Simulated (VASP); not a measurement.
# PtSe2 in VASP: single point with PBE+D3(BJ)

Aim: the single point of PtSe2 with PBE+D3(BJ).

All numbers are computed with VASP 6.6.1; they aren't measurements. Logs are shortened: lines on timing, memory, paths and dates and some standing lists are left out, and cuts for length are marked.

## (1) The cell of the first run

The cell holds a slab with vacuum, 6 atoms: a = 3.707 Å, b = 3.707 Å, c = 22.798 Å, α = 90.00°, β = 90.00°, γ = 120.00°.

## (2) Single point, PBE+D3(BJ)

INCAR reads:

```
PREC = Accurate
ENCUT = 520
EDIFF = 1E-6
ISMEAR = 0
SIGMA = 0.05
LREAL = F
LASPH = T
NELM = 100
ALGO = Normal
ISIF = 2
LWAVE = F
LCHARG = T
LDIPOL = T
IDIPOL = 3
DIPOL = 0.5 0.5 0.392
GGA = PE
IVDW = 12
LELF = T
LVHAR = T
LVACPOTAV = T
NBANDS = 31
```

KPOINTS reads:

```
Automatic mesh
0
Gamma
  9 9 1
```

POSCAR reads:

```
PtSe2
1.0
    3.7070357568      0.0000000000      0.0000000000
   -1.8535178784      3.2103871381      0.0000000000
    0.0000000000      0.0000000000     22.7981619801
Se Pt
4 2
Direct
    0.6666666667      0.3333333333      0.1973843332
    0.3333333333      0.6666666667      0.3135814631
    0.5000000000      1.3333333333      0.4697344022
    0.8333333333      1.0000000000      0.5859315322
    0.0000000000      0.0000000000      0.2554828981
    1.1666666667      1.6666666667      0.5278329672
```

Potentials or basis: VASP PAW PBE potentials, release 64 (Se, Pt).

Command:

```
cat potpaw_PBE.64/Se/POTCAR potpaw_PBE.64/Pt/POTCAR > POTCAR
mpirun -np 1 vasp_std > vasp.out
```

OUTCAR:

```text
PREC = Accurate
   ENCUT = 520
   EDIFF = 1E-6
   ISMEAR = 0
   LREAL = F
   LASPH = T
   NELM = 100
   ISIF = 2
   GGA = PE
   IVDW = 12
 IVDW          = 12

 ion  position               nearest neighbor table
   1  0.667  0.333  0.197-   5 2.52   5 2.52   5 2.52
   2  0.333  0.667  0.314-   5 2.52   5 2.52   5 2.52
   3  0.500  0.333  0.470-   6 2.52   6 2.52   6 2.52
   4  0.833  0.000  0.586-   6 2.52   6 2.52   6 2.52
   5  0.000  0.000  0.255-   1 2.52   1 2.52   1 2.52   2 2.52   2 2.52   2 2.52
   6  0.167  0.667  0.528-   3 2.52   4 2.52   4 2.52   3 2.52   3 2.52   4 2.52

  LATTYP: Found a hexagonal cell.
 ALAT       =     3.7070357568
 C/A-ratio  =     6.1499708867

  Lattice vectors:

 A1 = (   3.7070357568,   0.0000000000,   0.0000000000)
 A2 = (  -1.8535178784,   3.2103871381,   0.0000000000)
 A3 = (   0.0000000000,   0.0000000000,  22.7981619801)

Analysis of symmetry for initial positions (statically):
=====================================================================
 Subroutine PRICEL returns:
 Original cell was already a primitive cell.

 Routine SETGRP: Setting up the symmetry group for a
 hexagonal supercell.

 Subroutine GETGRP returns: Found  1 space group operations
 (whereof  1 operations were pure point group operations)
 out of a pool of 24 trial point group operations.

The static configuration has the point symmetry C_1 .

Analysis of symmetry for dynamics (positions and initial velocities):
=====================================================================
 Subroutine PRICEL returns:
 Original cell was already a primitive cell.

 Routine SETGRP: Setting up the symmetry group for a
 hexagonal supercell.

 Subroutine GETGRP returns: Found  1 space group operations
 (whereof  1 operations were pure point group operations)
 out of a pool of 24 trial point group operations.

The dynamic configuration has the point symmetry C_1 .

 Subroutine INISYM returns: Found  1 space group operations
 (whereof  1 operations are pure point group operations),
 and found     1 'primitive' translations

----------------------------------------------------------------------------------------

                                     Primitive cell

  volume of cell :     271.3214

  direct lattice vectors                    reciprocal lattice vectors
     3.707035757  0.000000000  0.000000000     0.269757312  0.155744457  0.000000000
    -1.853517878  3.210387138  0.000000000     0.000000000  0.311488913  0.000000000
     0.000000000  0.000000000 22.798161980     0.000000000  0.000000000  0.043863185

  length of vectors
     3.707035757  3.707035757 22.798161980     0.311488913  0.311488913  0.043863185

  position of ions in fractional coordinates (direct lattice)
     0.666666667  0.333333333  0.197384333
     0.333333333  0.666666667  0.313581463
     0.500000000  0.333333333  0.469734402
     0.833333333  0.000000000  0.585931532
     0.000000000  0.000000000  0.255482898
     0.166666667  0.666666667  0.527832967

  ion indices of the primitive-cell ions
   primitive index   ion index
                 1           1
                 2           2
                 3           3
                 4           4
                 5           5
                 6           6

----------------------------------------------------------------------------------------

 KPOINTS: Automatic mesh

Automatic generation of k-mesh.
 Grid dimensions read from file:
 generate k-points for:    9    9    1

 Generating k-lattice:

  Cartesian coordinates                     Fractional coordinates (reciprocal lattice)
     0.029973035  0.017304940  0.000000000     0.111111111  0.000000000  0.000000000
     0.000000000  0.034609879  0.000000000     0.000000000  0.111111111  0.000000000
     0.000000000  0.000000000  0.043863185     0.000000000  0.000000000  1.000000000

  Length of vectors
     0.034609879  0.034609879  0.043863185

  Shift w.r.t. Gamma in fractional coordinates (k-lattice)
     0.000000000  0.000000000  0.000000000

 Subroutine IBZKPT returns following result:
 ===========================================

 Found     41 irreducible k-points:

 Following reciprocal coordinates:
            Coordinates               Weight
  0.000000  0.000000  0.000000      1.000000
  0.111111  0.000000  0.000000      2.000000
  0.000000  0.111111  0.000000      2.000000
 -0.111111  0.111111  0.000000      2.000000
  0.222222  0.000000  0.000000      2.000000
  0.000000  0.222222  0.000000      2.000000
[... 16 lines left out ...]
  0.333333  0.111111  0.000000      2.000000
 -0.111111  0.444444  0.000000      2.000000
 [... further k-points ...]
   k-points           NKPTS =     41   k-points in BZ     NKDIM =     41   number of bands    NBANDS=     31
   number of dos      NEDOS =    301   number of ions     NIONS =      6
   total plane-waves  NPLWV = 141120
   dimension x,y,z NGX =    28 NGY =   28 NGZ =  180
   dimension x,y,z NGXF=    56 NGYF=   56 NGZF=  360
   ions per type =               4   2
   NGX,Y,Z   is equivalent  to a cutoff of  12.56, 12.56, 13.13 a.u.
   NGXF,Y,Z  is equivalent  to a cutoff of  25.11, 25.11, 26.25 a.u.
 SYSTEM =  unknown system
   PREC   = accura    normal or accurate (medium, high low for compatibility)
   ISTART =      0    job   : 0-new  1-cont  2-samecut
   ICHARG =      2    charge: 1-file 2-atom 10-const
   ISPIN  =      1    spin polarized calculation?
   LNONCOLLINEAR =      F non collinear calculations
   LSORBIT =      F    spin-orbit coupling
   LASPH  =      T    aspherical Exc in radial PAW
   ENCUT  =  520.0 eV  38.22 Ry    6.18 a.u.   6.89  6.89 42.39*2*pi/ulx,y,z
   NELM   =    100;   NELMIN=  2; NELMDL= -5     # of ELM steps
   EDIFF  = 0.1E-05   stopping-criterion for ELM
   LREAL  =      F    real-space projection
   EDIFFG = 0.1E-04   stopping-criterion for IOM
   NSW    =      0    number of steps for IOM
   IBRION =     -1    ionic relax: 0-MD 1-quasi-New 2-CG
   NFREE  =      0    steps in history (QN), initial steepest desc. (CG)
   ISIF   =      2    stress and relaxation
   ISYM   =      2    0-nonsym 1-usesym 2-fastsym
   POTIM  = 0.5000    time-step for ionic-motion
   TEBEG  =    0.0;   TEEND  =   0.0 temperature during run
   PSTRESS=    0.0 pullay stress
   NELECT =      44.0000    total number of electrons
   NUPDOWN=      -1.0000    fix difference up-down
   EMIN   =  10.00;   EMAX   =-10.00  energy-range for DOS
   EFERMI =   0.00;   METHOD = LEGACY
   ISMEAR =     0;   SIGMA  =   0.05  broadening in eV -4-tet -1-fermi 0-gaus
   EFERMI_NEDOS =   21; number of points for ismear=-14 and -15
   IALGO  =     38    algorithm
   IMIX   =      4    mixing-type and parameters
     AMIX     =   0.40;   BMIX     =  1.00
     AMIX_MAG =   1.60;   BMIX_MAG =  1.00
  volume/ion in A,a.u.               =      45.22       305.16
  Fermi-wavevector in a.u.,A,eV,Ry     =   0.892752  1.687058 10.843938  0.797007
  Thomas-Fermi vector in A             =   2.014742
   LORBIT       =      0    0 simple, 1 ext, 2 COOP (PROOUT), +10 PAW based schemes
   GGA     = PE    functional components
   LHFCALC =     F    Hartree Fock is set to
   AEXX    =    0.0000 exact exchange contribution
   IVDW    =    12    specifies the selected vdW correction
   LEPSILON=     F    determine dielectric tensor
   LRPA    =     F    only Hartree local field effects (RPA)
 non-spin polarized calculation
 Gauss-broadening in eV      SIGMA  =   0.05
  energy-cutoff  :      520.00
  volume of cell :      271.32
 maximum number of plane-waves:      7334
   NGX = 13   NGY = 13   NGZ = 85

 dipolmoment           0.000000      0.000000      0.000000 electrons x Angstroem

 number of electron      44.0000001 magnetization

 dipolmoment           0.000000      0.000000     -0.001105 electrons x Angstroem

 Free energy of the ion-electron system (eV)
  ---------------------------------------------------
  ext. energy  EPLUGINS =         0.00000000
  ---------------------------------------------------
  free energy    TOTEN  =       -28.57657856 eV

  energy without entropy =      -28.57657856  energy(sigma->0) =      -28.57657856

 E-fermi :  -0.2296     XC(G=0):  -5.5203

 val. band max:       -0.4718313169   @ k =   0.1111   0.1111   0.0000
 cond. band min:       0.5338218094   @ k =   0.2222   0.0000   0.0000
 fundamental gap:      1.0056531262
 Fermi energy:        -0.2295509456

 k-point     1 :       0.0000    0.0000    0.0000
  band No.  band energies     occupation
      1     -14.7556      2.00000
      2     -14.7087      2.00000
      3     -13.0143      2.00000
      4     -12.9226      2.00000
      5      -5.9854      2.00000
      6      -5.7840      2.00000
[... 23 lines left out ...]
     30       4.8401      0.00000
     31       4.9613      0.00000

 k-point     2 :       0.1111    0.0000    0.0000
  band No.  band energies     occupation
      1     -14.6232      2.00000
      2     -14.5764      2.00000
      3     -13.0172      2.00000
      4     -12.9313      2.00000
      5      -5.8875      2.00000
      6      -5.7983      2.00000
[... 23 lines left out ...]
     30       5.5361      0.00000
     31       5.5998      0.00000

 k-point     3 :       0.0000    0.1111    0.0000
  band No.  band energies     occupation
      1     -14.6230      2.00000
      2     -14.5765      2.00000
      3     -13.0167      2.00000
      4     -12.9317      2.00000
      5      -5.8882      2.00000
      6      -5.7993      2.00000
[... 703 lines left out ...]
     30       6.4033      0.00000
     31       6.7215      0.00000

 k-point    24 :      -0.1111    0.4444    0.0000
  band No.  band energies     occupation
      1     -13.4738      2.00000
      2     -13.4405      2.00000
      3     -13.0581      2.00000
      4     -13.0250      2.00000
      5      -6.3597      2.00000
      6      -6.3272      2.00000
[... 23 lines left out ...]
     30       6.3606      0.00000
     31       6.7235      0.00000

 [... further k-points ...]

------------------------ aborting loop because EDIFF is reached ----------------------------------------

 Edisp (eV)   -2.05453

 E8    (eV) :    -0.9110

  FORCE on cell =-STRESS in cart. coord.  units (eV):
  Direction    XX          YY          ZZ          XY          YZ          ZX
  --------------------------------------------------------------------------------------
  -------------------------------------------------------------------------------------
  Total      -0.16326    -0.15268    -0.76196    -0.03883    -0.04709     0.07512
  in kB      -0.96408    -0.90158    -4.49943    -0.22927    -0.27810     0.44360
  external pressure =       -2.12 kB  Pullay stress =        0.00 kB

 VOLUME and BASIS-vectors are now :
 -----------------------------------------------------------------------------
  energy-cutoff  :      520.00
  volume of cell :      271.32
      direct lattice vectors                 reciprocal lattice vectors
     3.707035757  0.000000000  0.000000000     0.269757312  0.155744457  0.000000000
    -1.853517878  3.210387138  0.000000000     0.000000000  0.311488913  0.000000000
     0.000000000  0.000000000 22.798161980     0.000000000  0.000000000  0.043863185

 POSITION                                       TOTAL-FORCE (eV/Angst)
 -----------------------------------------------------------------------------------
      1.85352      1.07013      4.50000        -0.011134      0.003307     -0.001993
     -0.00000      2.14026      7.14908        -0.018801      0.010499      0.077068
      1.23568      1.07013     10.70908         0.014838     -0.010805     -0.083970
      3.08920      0.00000     13.35816         0.002169     -0.004784     -0.000826
      0.00000      0.00000      5.82454         0.013623     -0.003435      0.074386
     -0.61784      2.14026     12.03362        -0.000695      0.005217     -0.064664
 -----------------------------------------------------------------------------------
    total drift:                                0.000214      0.000036      0.000184

  FREE ENERGIE OF THE ION-ELECTRON SYSTEM (eV)
  ---------------------------------------------------
  free  energy   TOTEN  =       -30.6311079561 eV

  energy  without entropy=      -30.6311079561  energy(sigma->0) =      -30.63110796

 vacuum level on the upper side and lower side of the slab         4.968         4.985
```

Wall time 11 min (1 thread of Intel Xeon Platinum 8488C (Sapphire Rapids), shared host); peak memory 0.53 GiB.

What came out:

```
Free energy                : -30.6311 eV
Largest force              : 0.086 eV/Å
Band gap on the k mesh     : 1.01 eV, indirect (least direct gap 1.18 eV)
Dispersion energy per atom : -0.342 eV
```

Forces in eV/Å, atoms in the order of the input:
```
Se  -0.011  0.003 -0.002
Se  -0.019  0.010  0.077
Se   0.015 -0.011 -0.084
Se   0.002 -0.005 -0.001
Pt   0.014 -0.003  0.074
Pt  -0.001  0.005 -0.065
```

Caveat: spin-orbit coupling is left out, which moves the levels of the heavy elements.
